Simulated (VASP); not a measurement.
# Ga4SbP3 (Amm2) in VASP: single point with PBEsol

Aim: the single point of Ga4SbP3 with PBEsol.

Everything below comes from runs of VASP 6.6.1. Logs are shortened: lines on timing, memory, paths and dates and some standing lists are left out, and cuts for length are marked.

## Step 1: The cell of the first run

Symmetry: Amm2, No. 38, orthorhombic system. The conventional cell has a = 3.961 Å, b = 7.937 Å, c = 11.234 Å, α = 90.00°, β = 90.00°, γ = 90.00°. Within 3.1 Å of Ga (site symmetry mm2) lie 2 P at 2.34 Å and 2 Sb at 2.53 Å. Ga (site symmetry m) has 3 P at 2.38 to 2.39 Å and 1 Sb at 2.56 Å within 3.1 Å. Within 3.2 Å of Ga (site symmetry mm2) lie 4 P at 2.42 to 2.44 Å. Sb (site symmetry mm2) has 4 Ga at 2.53 to 2.56 Å within 3.3 Å. P (site symmetry m) has 4 Ga at 2.34 to 2.44 Å within 3.1 Å. Within 3.1 Å of P (site symmetry mm2) lie 4 Ga at 2.38 to 2.42 Å.

## Step 2: Single point, PBEsol

Input file INCAR:

```
SYSTEM = Ga4SbP3
ALGO     = Normal         ! electronic algorithm
EDIFF    = 1E-7           ! SCF threshold, eV
ENCUT    = 520            ! plane-wave cutoff, eV
GGA      = PS             ! functional
ISIF     = 2              ! what is computed and relaxed
ISMEAR   = 0              ! smearing method
LASPH    = .TRUE.         ! aspherical terms in the spheres
LCHARG   = .TRUE.         ! write CHGCAR
LELF     = .TRUE.         ! ELF
LREAL    = Auto         
LVHAR    = .TRUE.       
LWAVE    = .FALSE.        ! write WAVECAR
NBANDS   = 86             ! bands
NELM     = 100            ! most SCF steps
PREC     = Accurate       ! precision mode
SIGMA    = 0.01           ! smearing width, eV
```

Input file KPOINTS:

```
k-points
0
G
  4 4 4
  0 0 0
```

Input file POSCAR:

```
Ga4SbP3
1.0
   -0.0053520742      5.6069367683      5.6171788858
    5.6069367683     -0.0053520742      5.6171788858
    5.6015846941      5.6015846941      0.0000000000
Ga Sb P
8 2 6
Direct
   -0.0152014203     -0.0152014203      0.0152014203
   -0.0152014203     -0.0152014203      0.5152014203
   -0.0071351810      0.5199771161     -0.0064209676
   -0.0071351810      0.5199771161      0.4935790324
    0.5199771161     -0.0071351810     -0.0064209676
    0.5199771161     -0.0071351810      0.4935790324
    0.5016652881      0.5016652881     -0.0016652881
    0.5016652881      0.5016652881      0.4983347119
    0.1251666135      0.1251666135      0.1248333865
    0.1251666135      0.1251666135      0.6248333865
    0.1251633547      0.6243354785      0.1252505834
    0.1251633547      0.6243354785      0.6252505834
    0.6243354785      0.1251633547      0.1252505834
    0.6243354785      0.1251633547      0.6252505834
    0.6260287504      0.6260287504      0.1239712496
    0.6260287504      0.6260287504      0.6239712496
```

Potentials or basis: VASP PAW PBE potentials, release 64 (Ga_d, Sb, P).

Command:

```console
$ cat potpaw_PBE.64/Ga_d/POTCAR potpaw_PBE.64/Sb/POTCAR potpaw_PBE.64/P/POTCAR > POTCAR
$ mpirun -np 1 vasp_std > vasp.out
```

OUTCAR:

```text
SYSTEM = Ga4SbP3
   EDIFF = 1E-7
   ENCUT = 520
   GGA = PS
   ISIF = 2
   ISMEAR = 0
   LASPH = .TRUE.
   LREAL = Auto
   NELM = 100
   PREC = Accurate

 ion  position               nearest neighbor table
   1  0.985  0.985  0.015-  11 2.34  13 2.34   9 2.53  10 2.53
   2  0.985  0.985  0.515-  12 2.34  14 2.34  10 2.53   9 2.53
   3  0.993  0.520  0.994-  15 2.38  12 2.39  11 2.39   9 2.56
   4  0.993  0.520  0.494-  16 2.38  11 2.39  12 2.39  10 2.56
   5  0.520  0.993  0.994-  15 2.38  14 2.39  13 2.39   9 2.56
   6  0.520  0.993  0.494-  16 2.38  13 2.39  14 2.39  10 2.56
[... 8 lines left out ...]
  15  0.626  0.626  0.124-   3 2.38   5 2.38   7 2.42   8 2.42
  16  0.626  0.626  0.624-   4 2.38   6 2.38   7 2.42   8 2.42

  LATTYP: Found a body centered orthorhombic cell.
 ALAT       =     7.9218370452
 B/A-ratio  =     1.0019109143
 C/A-ratio  =     1.4181505764

  Lattice vectors:

 A1 = (   0.0053520742,  -5.6069367683,  -5.6171788858)
 A2 = (  -0.0053520742,   5.6069367683,  -5.6171788858)
 A3 = (   5.6069367683,  -0.0053520742,   5.6171788858)

Analysis of symmetry for initial positions (statically):
=====================================================================
 Subroutine PRICEL returns following result:

  LATTYP: Found a base centered orthorhombic cell.
 ALAT       =     7.9369749970
 B/A-ratio  =     1.4154457808
 C/A-ratio  =     0.4990463652

  Lattice vectors:

 A1 = (  -2.8061444212,   2.8061444212,  -5.6171788858)
 A2 = (  -2.8061444212,   2.8061444212,   5.6171788858)
 A3 = (   2.8007923470,   2.8007923470,   0.0000000000)

   2 primitive cells build up your supercell.

 Routine SETGRP: Setting up the symmetry group for a
 body centered orthorhombic supercell.

 Subroutine GETGRP returns: Found  4 space group operations
 (whereof  4 operations were pure point group operations)
 out of a pool of  8 trial point group operations.

The static configuration has the point symmetry C_2v.

Analysis of symmetry for dynamics (positions and initial velocities):
=====================================================================
 Subroutine PRICEL returns following result:

  LATTYP: Found a base centered orthorhombic cell.
 ALAT       =     7.9369749970
 B/A-ratio  =     1.4154457808
 C/A-ratio  =     0.4990463652

  Lattice vectors:

 A1 = (  -2.8061444212,   2.8061444212,  -5.6171788858)
 A2 = (  -2.8061444212,   2.8061444212,   5.6171788858)
 A3 = (   2.8007923470,   2.8007923470,   0.0000000000)

   2 primitive cells build up your supercell.

 Routine SETGRP: Setting up the symmetry group for a
 body centered orthorhombic supercell.

 Subroutine GETGRP returns: Found  4 space group operations
 (whereof  4 operations were pure point group operations)
 out of a pool of  8 trial point group operations.

The dynamic configuration has the point symmetry C_2v.

 Subroutine INISYM returns: Found  4 space group operations
 (whereof  4 operations are pure point group operations),
 and found     2 'primitive' translations

----------------------------------------------------------------------------------------

                                     Primitive cell

  volume of cell :     176.5912

  direct lattice vectors                    reciprocal lattice vectors
    -2.806144421  2.806144421 -5.617178886    -0.089090212  0.089090212 -0.089012654
    -2.806144421  2.806144421  5.617178886    -0.089090212  0.089090212  0.089012654
     2.800792347  2.800792347  0.000000000     0.178520911  0.178520911  0.000000000

  length of vectors
     6.877615260  6.877615260  3.960918523     0.154264008  0.154264008  0.252466693

  position of ions in fractional coordinates (direct lattice)
     0.015201420  0.984798580  1.000000000
     0.480022884  0.992864819  0.500000000
     0.007135181  0.519977116  0.500000000
     0.498334712  0.501665288  1.000000000
     0.874833387  0.125166613  0.500000000
     0.375664521  0.125163355  0.000000000
     0.874836645  0.624335479  0.000000000
     0.373971250  0.626028750  0.500000000

  ion indices of the primitive-cell ions
   primitive index   ion index
                 1           1
                 2           3
                 3           5
                 4           7
                 5           9
                 6          11
                 7          13
                 8          15

----------------------------------------------------------------------------------------

 KPOINTS: k-points

Automatic generation of k-mesh.
 Grid dimensions read from file:
 generate k-points for:    4    4    4

 Generating k-lattice:

  Cartesian coordinates                     Fractional coordinates (reciprocal lattice)
    -0.022272553  0.022272553  0.022253163     0.250000000  0.000000000  0.000000000
     0.022272553 -0.022272553  0.022253163     0.000000000  0.250000000  0.000000000
     0.022315114  0.022315114 -0.022253163     0.000000000  0.000000000  0.250000000

  Length of vectors
     0.038566002  0.038566002  0.038615177

  Shift w.r.t. Gamma in fractional coordinates (k-lattice)
     0.000000000  0.000000000  0.000000000

 Subroutine IBZKPT returns following result:
 ===========================================

 Found     18 irreducible k-points:

 Following reciprocal coordinates:
            Coordinates               Weight
  0.000000  0.000000  0.000000      1.000000
  0.250000  0.000000  0.000000      4.000000
  0.500000  0.000000  0.000000      2.000000
  0.250000  0.250000  0.000000      2.000000
  0.500000  0.250000  0.000000      4.000000
 -0.250000  0.250000  0.000000      2.000000
[... 10 lines left out ...]
  0.250000  0.250000  0.500000      2.000000
 -0.250000  0.250000  0.500000      2.000000
   k-points           NKPTS =     18   k-points in BZ     NKDIM =     18   number of bands    NBANDS=     86
   number of dos      NEDOS =    301   number of ions     NIONS =     16
   total plane-waves  NPLWV = 216000
   dimension x,y,z NGX =    60 NGY =   60 NGZ =   60
   dimension x,y,z NGXF=   120 NGYF=  120 NGZF=  120
   ions per type =               8   2   6
   NGX,Y,Z   is equivalent  to a cutoff of  12.57, 12.57, 12.59 a.u.
   NGXF,Y,Z  is equivalent  to a cutoff of  25.14, 25.14, 25.18 a.u.
 SYSTEM =  Ga4SbP3
   PREC   = accura    normal or accurate (medium, high low for compatibility)
   ISTART =      0    job   : 0-new  1-cont  2-samecut
   ICHARG =      2    charge: 1-file 2-atom 10-const
   ISPIN  =      1    spin polarized calculation?
   LNONCOLLINEAR =      F non collinear calculations
   LSORBIT =      F    spin-orbit coupling
   LASPH  =      T    aspherical Exc in radial PAW
   ENCUT  =  520.0 eV  38.22 Ry    6.18 a.u.  14.76 14.76 14.73*2*pi/ulx,y,z
   NELM   =    100;   NELMIN=  2; NELMDL= -5     # of ELM steps
   EDIFF  = 0.1E-06   stopping-criterion for ELM
   LREAL  =      T    real-space projection
   EDIFFG = 0.1E-05   stopping-criterion for IOM
   NSW    =      0    number of steps for IOM
   IBRION =     -1    ionic relax: 0-MD 1-quasi-New 2-CG
   NFREE  =      0    steps in history (QN), initial steepest desc. (CG)
   ISIF   =      2    stress and relaxation
   ISYM   =      2    0-nonsym 1-usesym 2-fastsym
   POTIM  = 0.5000    time-step for ionic-motion
   TEBEG  =    0.0;   TEEND  =   0.0 temperature during run
   PSTRESS=    0.0 pullay stress
   NELECT =     144.0000    total number of electrons
   NUPDOWN=      -1.0000    fix difference up-down
   EMIN   =  10.00;   EMAX   =-10.00  energy-range for DOS
   EFERMI =   0.00;   METHOD = LEGACY
   ISMEAR =     0;   SIGMA  =   0.01  broadening in eV -4-tet -1-fermi 0-gaus
   EFERMI_NEDOS =   21; number of points for ismear=-14 and -15
   IALGO  =     38    algorithm
   IMIX   =      4    mixing-type and parameters
     AMIX     =   0.40;   BMIX     =  1.00
     AMIX_MAG =   1.60;   BMIX_MAG =  1.00
  volume/ion in A,a.u.               =      22.07       148.96
  Fermi-wavevector in a.u.,A,eV,Ry     =   1.213936  2.294007 20.050111  1.473642
  Thomas-Fermi vector in A             =   2.349372
   LORBIT       =      0    0 simple, 1 ext, 2 COOP (PROOUT), +10 PAW based schemes
   GGA     = PS    functional components
   LHFCALC =     F    Hartree Fock is set to
   AEXX    =    0.0000 exact exchange contribution
   IVDW    =     0    specifies the selected vdW correction
   LEPSILON=     F    determine dielectric tensor
   LRPA    =     F    only Hartree local field effects (RPA)
 non-spin polarized calculation
 Gauss-broadening in eV      SIGMA  =   0.01
  energy-cutoff  :      520.00
  volume of cell :      353.18
 maximum number of plane-waves:      9530
   NGX = 29   NGY = 29   NGZ = 29

 number of electron     144.0000021 magnetization

 Free energy of the ion-electron system (eV)
  ---------------------------------------------------
  ext. energy  EPLUGINS =         0.00000000
  ---------------------------------------------------
  free energy    TOTEN  =       -74.78513612 eV

  energy without entropy =      -74.78513506  energy(sigma->0) =      -74.78513559

 E-fermi :   5.2898     XC(G=0):  -9.8473

 val. band max:        5.2671582361   @ k =   0.0000   0.0000   0.0000
 cond. band min:       5.3124017050   @ k =   0.0000   0.0000   0.0000
 fundamental gap:      0.0452434689
 Fermi energy:         5.2897799672

 k-point     1 :       0.0000    0.0000    0.0000
  band No.  band energies     occupation
      1     -10.2413      2.00000
      2     -10.2321      2.00000
      3     -10.2067      2.00000
      4     -10.2042      2.00000
      5     -10.1801      2.00000
      6     -10.1763      2.00000
[... 76 lines left out ...]
     83       7.0201      0.00000
     84       8.2093      0.00000

 k-point     2 :       0.2500    0.0000    0.0000
  band No.  band energies     occupation
      1     -10.2397      2.00000
      2     -10.2306      2.00000
      3     -10.2054      2.00000
      4     -10.2034      2.00000
      5     -10.1790      2.00000
      6     -10.1758      2.00000
[... 1381 lines left out ...]
     83       8.3480      0.00000
     84       8.7176      0.00000

 k-point    18 :      -0.2500    0.2500    0.5000
  band No.  band energies     occupation
      1     -10.2279      2.00000
      2     -10.2279      2.00000
      3     -10.2031      2.00000
      4     -10.2031      2.00000
      5     -10.1824      2.00000
      6     -10.1824      2.00000
[... 76 lines left out ...]
     83       8.6172      0.00000
     84       8.6172      0.00000
 [bands above 84 left out]

------------------------ aborting loop because EDIFF is reached ----------------------------------------

  FORCE on cell =-STRESS in cart. coord.  units (eV):
  Direction    XX          YY          ZZ          XY          YZ          ZX
  --------------------------------------------------------------------------------------
  -------------------------------------------------------------------------------------
  Total        0.0941423      0.0941423      0.0656243     -0.0055801      0.0000000      0.0000000
  in kB        0.4270672      0.4270672      0.2976980     -0.0253135      0.0000000      0.0000000
  external PRESSURE =       0.3839441 kB  Pullay stress =       0.0000000 kB

 VOLUME and BASIS-vectors are now :
 -----------------------------------------------------------------------------
  energy-cutoff  :      520.00
  volume of cell :      353.18
      direct lattice vectors                 reciprocal lattice vectors
    -0.005352074  5.606936768  5.617178886    -0.089090212  0.089090212  0.089012654
     5.606936768 -0.005352074  5.617178886     0.089090212 -0.089090212  0.089012654
     5.601584694  5.601584694  0.000000000     0.089260455  0.089260455 -0.089012654

 POSITION                                       TOTAL-FORCE (eV/Angst)
 -----------------------------------------------------------------------------------
      5.60158      5.60158     11.06358        -0.000000     -0.000000     -0.020940
      8.40238      8.40238     11.06358        -0.000000     -0.000000     -0.020940
      8.47578     11.12976      8.49790         0.009380     -0.009380      0.005919
      5.67499      8.32897      8.49790         0.009380     -0.009380      0.005919
     11.12976      8.47578      8.49790        -0.009380      0.009380      0.005919
      8.32897      5.67499      8.49790        -0.009380      0.009380      0.005919
[... 8 lines left out ...]
      4.20119      4.20119      7.03303        -0.000000      0.000000      0.003863
      7.00198      7.00198      7.03303        -0.000000      0.000000      0.003863
 -----------------------------------------------------------------------------------
    total drift:                               -0.000001     -0.000001     -0.011708

  FREE ENERGIE OF THE ION-ELECTRON SYSTEM (eV)
  ---------------------------------------------------
  free  energy   TOTEN  =       -74.7851361178 eV

  energy  without entropy=      -74.7851350614  energy(sigma->0) =      -74.78513559
```

It took 28 min on 1 thread of Intel Xeon Platinum 8259CL at 2.50GHz (Skylake/Cascade Lake), shared host; peak memory 0.69 GiB.

What came out:

```yaml
Free_energy: -74.7851 eV
Pressure: 0.0 GPa
Largest_force: 0.021 eV/Å
Band_gap_on_the_k_mesh: 0.05 eV
```

Forces in eV/Å, atoms in the order of the input:
```
Ga   0.000  0.000 -0.021
Ga   0.000  0.000 -0.021
Ga   0.009 -0.009  0.006
Ga   0.009 -0.009  0.006
Ga  -0.009  0.009  0.006
Ga  -0.009  0.009  0.006
Ga   0.000  0.000  0.004
Ga   0.000  0.000  0.004
Sb   0.000  0.000  0.000
Sb   0.000  0.000  0.000
P    0.000  0.000  0.000
P    0.000  0.000  0.000
P    0.000  0.000  0.000
P    0.000  0.000  0.000
P    0.000  0.000  0.004
P    0.000  0.000  0.004
```

Caveat: the PAW data sets were made with another functional, which shifts forces and pressure a little; spin-orbit coupling is left out, which moves the levels of the heavy elements. A k mesh can miss the band edges.
